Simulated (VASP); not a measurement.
# HfBr (P4/mmm) in VASP: notebook, part 2 of 2

VASP 6.6.1. Earlier steps stand in the parts before.

**4. Relaxation of cell and atoms, PBE**

This run uses another cell than the first one, of 27.77 Å³/atom.

The input, INCAR:

```
ALGO     = Normal         # electronic algorithm
EDIFF    = 1E-6           # SCF threshold, eV
EDIFFG   = -0.04          # ionic threshold
ENCUT    = 600            # plane-wave cutoff, eV
GGA      = PE             # functional
IBRION   = 2              # ionic algorithm
ISIF     = 3              # what is computed and relaxed
ISMEAR   = 0              # smearing method
LASPH    = T              # aspherical terms in the spheres
LCHARG   = F              # write CHGCAR
LREAL    = F              # projectors in reciprocal space
LWAVE    = F              # write WAVECAR
NELM     = 100            # most SCF steps
NSW      = 90             # ionic steps
PREC     = Accurate       # precision mode
SIGMA    = 0.1            # smearing width, eV
```

The input, KPOINTS:

```
k-points
0
Gamma
  6 6 4
```

The input, POSCAR:

```
HfBr
1.0
    3.6665092100      0.0000000000      0.0000000000
    0.0000000000      3.6665092100      0.0000000000
    0.0000000000      0.0000000000      4.1309338500
Hf Br
1 1
Direct
    0.0000000000      0.0000000000      0.0000000000
    0.5000000000      0.5000000000      0.5000000000
```

Potentials or basis: VASP PAW PBE potentials, release 64 (Hf_pv, Br).

Run with:

```console
cat potpaw_PBE.64/Hf_pv/POTCAR potpaw_PBE.64/Br/POTCAR > POTCAR
mpirun -np 1 vasp_std > vasp.out
```

OUTCAR:

```text
EDIFF = 1E-6
   EDIFFG = -0.04
   ENCUT = 600
   GGA = PE
   IBRION = 2
   ISIF = 3
   ISMEAR = 0
   LASPH = T
   LREAL = F
   NELM = 100
   NSW = 90
   PREC = Accurate

 ion  position               nearest neighbor table
   1  0.000  0.000  0.000-   2 3.31   2 3.31   2 3.31   2 3.31   2 3.31   2 3.31   2 3.31   2 3.31

   2  0.500  0.500  0.500-   1 3.31   1 3.31   1 3.31   1 3.31   1 3.31   1 3.31   1 3.31   1 3.31

  LATTYP: Found a simple tetragonal cell.
 ALAT       =     3.6665092100
 C/A-ratio  =     1.1266667049

  Lattice vectors:

 A1 = (   3.6665092100,   0.0000000000,   0.0000000000)
 A2 = (   0.0000000000,   3.6665092100,   0.0000000000)
 A3 = (   0.0000000000,   0.0000000000,   4.1309338500)

Analysis of symmetry for initial positions (statically):
=====================================================================
 Subroutine PRICEL returns:
 Original cell was already a primitive cell.

 Routine SETGRP: Setting up the symmetry group for a
 simple tetragonal supercell.

 Subroutine GETGRP returns: Found 16 space group operations
 (whereof 16 operations were pure point group operations)
 out of a pool of 16 trial point group operations.

The static configuration has the point symmetry D_4h.

Analysis of symmetry for dynamics (positions and initial velocities):
=====================================================================
 Subroutine PRICEL returns:
 Original cell was already a primitive cell.

 Routine SETGRP: Setting up the symmetry group for a
 simple tetragonal supercell.

 Subroutine GETGRP returns: Found 16 space group operations
 (whereof 16 operations were pure point group operations)
 out of a pool of 16 trial point group operations.

The dynamic configuration has the point symmetry D_4h.

 Subroutine INISYM returns: Found 16 space group operations
 (whereof 16 operations are pure point group operations),
 and found     1 'primitive' translations

----------------------------------------------------------------------------------------

                                     Primitive cell

  volume of cell :      55.5333

[... 113 lines left out ...]
   GGA     = PE    functional components
   LHFCALC =     F    Hartree Fock is set to
   AEXX    =    0.0000 exact exchange contribution
   IVDW    =     0    specifies the selected vdW correction
   LEPSILON=     F    determine dielectric tensor
   LRPA    =     F    only Hartree local field effects (RPA)
 conjugate gradient relaxation of ions
 non-spin polarized calculation
 Gauss-broadening in eV      SIGMA  =   0.10
  energy-cutoff  :      600.00
  volume of cell :       55.53
 maximum number of plane-waves:      1873
 NGX is ok and might be reduce to    30
   NGX = 15   NGY = 15   NGZ = 17

--------------------------------------- Ionic step        1  -------------------------------------------

 number of electron      17.0000004 magnetization

 Free energy of the ion-electron system (eV)
  ---------------------------------------------------
  ext. energy  EPLUGINS =         0.00000000
  ---------------------------------------------------
  free energy    TOTEN  =       -10.51637784 eV

  energy without entropy =      -10.50867750  energy(sigma->0) =      -10.51252767

 E-fermi :   4.4369     XC(G=0):  -9.7576

 val. band max:        4.4254553718   @ k =   0.3333   0.0000   0.2500
 cond. band min:       4.5298187521   @ k =   0.1667   0.1667   0.5000
 fundamental gap:      0.1043633803
 Fermi energy:         4.4368771339

 k-point     1 :       0.0000    0.0000    0.0000
  band No.  band energies     occupation
      1     -28.1511      2.00000
      2     -27.9176      2.00000
      3     -27.9176      2.00000
      4     -12.7117      2.00000
      5      -0.3824      2.00000
      6       0.4716      2.00000
      7       0.4716      2.00000
      8       1.3010      2.00000
      9       3.0746      2.00000
     10       3.0971      2.00000
     11       5.8692      0.00000
     12       5.8692      0.00000
[... 446 lines left out ...]
  FREE ENERGIE OF THE ION-ELECTRON SYSTEM (eV)
  ---------------------------------------------------
  free  energy   TOTEN  =       -11.1391377571 eV

  energy  without entropy=      -11.1214984552  energy(sigma->0) =      -11.13031811

[... ionic steps 4 to 11 ...]

--------------------------------------- Ionic step       12  -------------------------------------------

 number of electron      16.9999999 magnetization

------------------------ aborting loop because EDIFF is reached ----------------------------------------
[... 67 lines left out ...]
--------------------------------------- Ionic step       14  -------------------------------------------

 number of electron      16.9999999 magnetization

 Free energy of the ion-electron system (eV)
  ---------------------------------------------------
  ext. energy  EPLUGINS =         0.00000000
  ---------------------------------------------------
  free energy    TOTEN  =       -11.17591061 eV

  energy without entropy =      -11.16283000  energy(sigma->0) =      -11.16937031

 E-fermi :   7.3119     XC(G=0): -11.0995

 val. band max:        7.2916497407   @ k =   0.5000   0.5000   0.2500
 cond. band min:       7.3586723837   @ k =   0.3333   0.3333   0.2500
 fundamental gap:      0.0670226430
 Fermi energy:         7.3119311628

 k-point     1 :       0.0000    0.0000    0.0000
  band No.  band energies     occupation
      1     -24.7550      2.00000
      2     -24.2194      2.00000
      3     -24.2194      2.00000
      4     -11.7310      2.00000
      5       0.8107      2.00000
      6       3.1083      2.00000
      7       3.1083      2.00000
      8       3.4057      2.00000
      9       5.0873      2.00000
     10       6.2244      2.00000
     11       9.1625      0.00000
     12       9.1625      0.00000
[... 374 lines left out ...]
  FREE ENERGIE OF THE ION-ELECTRON SYSTEM (eV)
  ---------------------------------------------------
  free  energy   TOTEN  =       -11.1759106101 eV

  energy  without entropy=      -11.1628300009  energy(sigma->0) =      -11.16937031

 reached required accuracy - stopping structural energy minimisation
```

Run time: 3.5 min. Hardware: 1 thread of Oxide Virtual Turin-like, shared host; peak memory 0.17 GiB.

What came out:

- Free energy: -11.1759 eV
- Relaxed volume: 20.62 Å³/atom
- Relaxed cell: a = 3.197 Å, b = 3.197 Å, c = 4.033 Å, α = 90.00°, β = 90.00°, γ = 90.00°
- Space group after relaxing (to 0.1 Å): P4/mmm (No. 123)
- Energy gained by relaxing: 329.8 meV/atom
- Ionic steps: 14
- Pressure after relaxing: 0.0 GPa
- Band gap on the k mesh: zero (an odd number of electrons rules out a gap without spin polarisation)

Step by step:
| step | energy change (eV) | largest force (eV/Å) | pressure (GPa) | volume (Å³) |
| --- | --- | --- | --- | --- |
| 1 | 0.0000 | 0.0000 | -10.83 | 55.53 |
| 2 | -0.6144 | 0.0000 | -1.51 | 41.77 |
| 3 | -0.6228 | 0.0000 | -0.44 | 40.58 |
| 4 | -0.6040 | 0.0000 | 3.94 | 38.27 |
| 5 | -0.6235 | 0.0000 | -0.05 | 40.27 |
| 6 | -0.6236 | 0.0000 | 0.32 | 39.99 |
| 7 | -0.6404 | 0.0000 | 0.98 | 39.85 |
| 8 | -0.6472 | 0.0000 | 1.97 | 39.70 |
| 9 | -0.6573 | 0.0000 | -0.07 | 40.98 |
| 10 | -0.6575 | 0.0000 | -0.41 | 41.21 |
| 11 | -0.6575 | 0.0000 | -0.38 | 41.18 |
| 12 | -0.6588 | 0.0000 | -0.18 | 41.21 |
| 13 | -0.6591 | 0.0000 | 0.30 | 41.26 |
| 14 | -0.6595 | 0.0000 | 0.04 | 41.23 |

Final structure:
```
CELL_PARAMETERS angstrom
3.19746 0.00000 0.00000
0.00000 3.19746 0.00000
0.00000 0.00000 4.03322
ATOMIC_POSITIONS crystal
Hf 0.00000 0.00000 0.00000
Br 0.50000 0.50000 0.50000
```

Levels at points of the mesh, in eV from the Fermi level:
```csv
k point,band 6,band 7,band 8,band 9,band 10,band 11
"(0.00, 0.00, 0.00)",-4.20,-4.20,-3.91,-2.22,-1.09,1.85
"(0.50, 0.00, 0.00)",-6.74,-4.03,-1.59,1.50,2.57,2.59
"(0.50, 0.50, 0.00)",-7.63,-5.12,-2.55,-1.73,-1.12,-1.12
"(0.00, 0.00, 0.50)",-4.64,-4.64,-1.77,-0.10,2.62,3.59
"(0.50, 0.00, 0.50)",-7.07,-3.52,-3.31,0.06,0.98,1.45
"(0.50, 0.50, 0.50)",-8.22,-7.42,1.00,2.05,2.05,2.13
```

Caveat: the k points lie up to 0.39 Å⁻¹ apart in the final cell, too coarse for converged energies and pressures of a metal; the volume moved by over 15 % at a fixed basis, so the end points are rough; spin-orbit coupling is left out, which moves the levels of the heavy elements; an odd number of electrons without spin polarisation forces a metal; a magnetic or distorted state may lie lower.

**5. Single point, PBE**

This run uses another cell than the first one, of 20.60 Å³/atom.

The input, INCAR:

```
SYSTEM = HfBr
PREC     = Accurate       ! precision mode
ENCUT    = 520            ! plane-wave cutoff, eV
EDIFF    = 1E-7           ! SCF threshold, eV
ISMEAR   = 0              ! smearing method
SIGMA    = 0.1            ! smearing width, eV
LREAL    = .False.        ! projectors in reciprocal space
LASPH    = .True.         ! aspherical terms in the spheres
NELM     = 60             ! most SCF steps
ALGO     = Fast           ! electronic algorithm
ISIF     = 2              ! what is computed and relaxed
LWAVE    = .False.        ! write WAVECAR
LCHARG   = .False.        ! write CHGCAR
GGA      = PE             ! functional
NBANDS   = 16             ! bands
```

The input, KPOINTS:

```
regular mesh
0
Gamma
  18 18 14
  0 0 0
```

The input, POSCAR:

```
HfBr
1.0
    3.2433933055      0.0000000000      0.0000000000
    0.0000000000      3.2433933055      0.0000000000
    0.0000000000      0.0000000000      3.9162165656
Hf Br
1 1
Direct
    0.0000000000      0.0000000000      0.0000000000
    0.5000000000      0.5000000000      0.5000000000
```

Run with:

```console
cat potpaw_PBE.64/Hf_pv/POTCAR potpaw_PBE.64/Br/POTCAR > POTCAR
mpirun -np 1 vasp_std > vasp.out
```

It took 4.8 min on 1 thread of Oxide Virtual Turin-like, shared host; peak memory 0.36 GiB.

Results (log left out):

* Free energy: -11.1656 eV
* Pressure: -0.5 GPa
* Band gap on the k mesh: zero (an odd number of electrons rules out a gap without spin polarisation)

Stress tensor (GPa, compression positive):
```
-0.46  0.00  0.00
 0.00 -0.46  0.00
 0.00  0.00 -0.56
```

Levels at points of the mesh, in eV from the Fermi level:
| k point | band 6 | band 7 | band 8 | band 9 | band 10 | band 11 |
| --- | --- | --- | --- | --- | --- | --- |
| (0.00, 0.00, 0.00) | -4.36 | -4.36 | -3.58 | -2.20 | -1.25 | 1.91 |
| (0.50, 0.00, 0.00) | -6.53 | -4.28 | -1.45 | 1.69 | 2.59 | 2.73 |
| (0.50, 0.50, 0.00) | -7.58 | -5.03 | -2.60 | -1.41 | -0.86 | -0.86 |
| (0.00, 0.00, 0.50) | -4.79 | -4.79 | -1.65 | 0.45 | 2.53 | 3.58 |
| (0.50, 0.00, 0.50) | -7.13 | -3.70 | -3.22 | 0.16 | 0.89 | 1.32 |
| (0.50, 0.50, 0.50) | -8.18 | -7.52 | 1.13 | 2.01 | 2.01 | 2.54 |

Caveat: spin-orbit coupling is left out, which moves the levels of the heavy elements; an odd number of electrons without spin polarisation forces a metal; a magnetic or distorted state may lie lower.

**6. Single point, PBE**

This run uses another cell than the first one, of 20.60 Å³/atom.

The input, INCAR:

```
ALGO = Fast ; EDIFF = 1E-6
ENCUT = 520 ; GGA = PE
ISIF = 2 ; ISMEAR = 0
LASPH = T ; LCHARG = T
LELF = T ; LREAL = F
LVHAR = T ; LWAVE = F
NBANDS = 16 ; NELM = 60
PREC = Accurate ; SIGMA = 0.1
```

The input, KPOINTS:

```
Automatic mesh
0
Gamma
  18 18 14
  0.5 0.5 0.5
```

The input, POSCAR:

```
HfBr
1.0
    3.2388013175      0.0000000000      0.0000000000
    0.0000000000      3.2388013175      0.0000000000
    0.0000000000      0.0000000000      3.9279574378
Hf Br
1 1
Direct
    0.0000000000      0.0000000000      0.0000000000
    0.5000000000      0.5000000000      0.5000000000
```

Potentials or basis: VASP PAW PBE potentials, release 64 (Hf_pv, Br).

Run with:

```console
cat potpaw_PBE.64/Hf_pv/POTCAR potpaw_PBE.64/Br/POTCAR > POTCAR
mpirun -np 1 vasp_std > vasp.out
```

Wall time 3.6 min (1 thread of Oxide Virtual Turin-like, shared host); peak memory 0.29 GiB.

It converged, with:

- Free energy: -11.1641 eV
- Pressure: -0.5 GPa
- Band gap on the k mesh: zero (an odd number of electrons rules out a gap without spin polarisation)

Stress tensor (GPa, compression positive):
```
-0.45  0.00  0.00
 0.00 -0.45  0.00
 0.00  0.00 -0.58
```

Levels at points of the mesh, in eV from the Fermi level:
| k point | band 4 | band 5 | band 6 | band 7 | band 8 | band 9 | band 10 | band 11 | band 12 | band 13 |
| --- | --- | --- | --- | --- | --- | --- | --- | --- | --- | --- |
| (0.03, 0.03, 0.04) | -18.96 | -6.36 | -4.46 | -4.40 | -3.47 | -2.11 | -1.07 | 1.90 | 1.96 | 3.41 |

Caveat: spin-orbit coupling is left out, which moves the levels of the heavy elements; an odd number of electrons without spin polarisation forces a metal; a magnetic or distorted state may lie lower.

**7. Relaxation of cell and atoms, PBE**

The input, INCAR:

```
SYSTEM = HfBr
PREC = Accurate ; ENCUT = 600
EDIFF = 1E-6 ; ISMEAR = 0
SIGMA = 0.1 ; LREAL = .False.
LASPH = .True. ; NELM = 80
ALGO = Fast ; ISIF = 3
LWAVE = .False. ; LCHARG = .False.
GGA = PE ; IBRION = 2
NSW = 100 ; EDIFFG = -0.01
```

The input, KPOINTS:

```
Automatic mesh
0
Gamma
  18 18 14
  0 0 0
```

The input, POSCAR:

```
HfBr
1.0
    3.1993443515      0.0000000000      0.0000000000
    0.0000000000      3.1993443515      0.0000000000
    0.0000000000      0.0000000000      4.0578196640
Hf Br
1 1
Direct
    0.0000000000      0.0000000000      0.0000000000
    0.5000000000      0.5000000000      0.5000000000
```

Run with:

```console
cat potpaw_PBE.64/Hf_pv/POTCAR potpaw_PBE.64/Br/POTCAR > POTCAR
mpirun -np 1 vasp_std > vasp.out
```

It took 19 min on 1 thread of Oxide Virtual Turin-like, shared host; peak memory 0.41 GiB.

It converged, with:

- Free energy: -11.1666 eV
- Relaxed volume: 20.41 Å³/atom
- Relaxed cell: a = 3.245 Å, b = 3.245 Å, c = 3.878 Å, α = 90.00°, β = 90.00°, γ = 90.00°
- Space group after relaxing (to 0.1 Å): P4/mmm (No. 123)
- Energy gained by relaxing: 5.1 meV/atom
- Ionic steps: 7
- Pressure after relaxing: 0.0 GPa
- Band gap on the k mesh: zero (an odd number of electrons rules out a gap without spin polarisation)

Stress tensor (GPa, compression positive):
```
-0.07  0.00  0.00
 0.00 -0.07  0.00
 0.00  0.00  0.04
```

Step by step:
```csv
step,energy change (eV),largest force (eV/Å),pressure (GPa),volume (Å³)
1,0.0000,0.0000,-0.09,41.54
2,-0.0029,0.0000,-0.19,41.46
3,-0.0091,0.0000,-0.39,41.22
4,-0.0023,0.0000,-0.22,40.65
5,-0.0097,0.0000,-0.46,41.09
6,-0.0091,0.0000,0.73,40.38
7,-0.0101,0.0000,-0.03,40.82
```

Final structure:
```xyz
2
Lattice="3.2446 0.0000 0.0000 0.0000 3.2446 0.0000 0.0000 0.0000 3.8777" Properties=species:S:1:pos:R:3 pbc="T T T"
Hf    0.0000    0.0000    0.0000
Br    1.6223    1.6223    1.9388
```

Levels at points of the mesh, in eV from the Fermi level:
```tsv
k point	band 4	band 5	band 6	band 7	band 8	band 9	band 10	band 11	band 12
(0.00, 0.00, 0.00)	-19.06	-6.25	-4.43	-4.43	-3.54	-2.26	-1.31	1.91	1.91
(0.50, 0.00, 0.00)	-18.08	-9.49	-6.55	-4.39	-1.46	1.74	2.60	2.77	3.01
(0.50, 0.50, 0.00)	-17.58	-7.65	-7.65	-5.05	-2.68	-1.38	-0.85	-0.85	5.21
(0.00, 0.00, 0.50)	-18.58	-9.41	-4.88	-4.88	-1.67	0.57	2.51	3.55	3.66
(0.50, 0.00, 0.50)	-18.11	-8.24	-7.21	-3.77	-3.25	0.16	0.84	1.25	2.04
(0.50, 0.50, 0.50)	-17.34	-8.27	-8.27	-7.63	1.12	1.98	1.98	2.65	2.99
```

Caveat: spin-orbit coupling is left out, which moves the levels of the heavy elements; an odd number of electrons without spin polarisation forces a metal; a magnetic or distorted state may lie lower.

**8. Overview**

| task | cell | k mesh | cutoff (eV) | gap on the mesh (eV) | pressure (GPa) | relaxed volume (Å³/atom) |
| --- | --- | --- | --- | --- | --- | --- |
| single point | a = 3.199, b = 3.199, c = 4.058 Å, 2 atoms | 6 × 6 × 4 | 520 | none | -0.4 | - |
| single point | a = 3.667, b = 3.667, c = 4.131 Å, 2 atoms | 6 × 6 × 4 | 520 | none | -10.8 | - |
| relaxation of cell and atoms | relaxed from a = 3.667, b = 3.667, c = 4.131 Å, 2 atoms | 6 × 6 × 4 | 600 | none | 0.0 | 20.62 |
| single point | a = 3.243, b = 3.243, c = 3.916 Å, 2 atoms | 18 × 18 × 14 | 520 | none | -0.5 | - |
| single point | a = 3.239, b = 3.239, c = 3.928 Å, 2 atoms | 18 × 18 × 14, shifted | 520 | none | -0.5 | - |
| relaxation of cell and atoms | relaxed from a = 3.199, b = 3.199, c = 4.058 Å, 2 atoms | 18 × 18 × 14 | 600 | none | 0.0 | 20.41 |

Alike in all rows: level PBE; potentials or basis VASP PAW PBE potentials, release 64 (Hf_pv, Br); no spin polarisation; smearing gaussian 0.1 eV.

Caveats: some runs use coarse meshes; spin-orbit coupling is left out, which moves the levels of the heavy elements; an odd number of electrons without spin polarisation forces a metal; a magnetic or distorted state may lie lower; the volume moved by over 15 % at a fixed basis, so the end points are rough (at least some runs).

Absolute energies hang on the potentials; compare differences alone.

The gap in the log of VASP goes by the Fermi energy; the results here count the filled bands.